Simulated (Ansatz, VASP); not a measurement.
## Two plane-wave programs on HfO2

```xyz
3
Lattice="0.0000 2.5488 2.5488 2.5488 0.0000 2.5488 2.5488 2.5488 0.0000" Properties=species:S:1:pos:R:3 pbc="T T T"
Hf    0.0000    0.0000    0.0000
O     1.2744    1.2744    1.2744
O     3.8232    3.8232    3.8232
```

Alike in both runs: functional PBE; k mesh 12 × 12 × 12; occupations gaussian, width 0.02 eV; no spin polarisation.

Ansatz relaxed the structure, and its values are those at the end. VASP's run is a single point on that final structure, the one shown.

```csv
,VASP,Ansatz
version,VASP 6.6.1,Ansatz 0.2.0
potentials or method,"VASP PAW PBE potentials, release 64 (Hf_pv, O), cutoff 600 eV","scalar-relativistic, plane waves, PAW"
valence electrons in the cell,22,38
```

|  | VASP | Ansatz | Ansatz less VASP |
| --- | --- | --- | --- |
| gap on the k mesh at the Fermi level (eV) | 3.76 | 3.75 | -0.013 |
| least direct gap on the mesh (eV) | 3.76 | 3.75 | -0.013 |
| pressure (GPa) | -3.9 | 0.0 | +3.86 |

VASP's potentials hold 22 valence electrons a cell and Ansatz's 38, so a difference there can come from the potentials and not from the codes.

Neither program's run includes spin-orbit coupling.
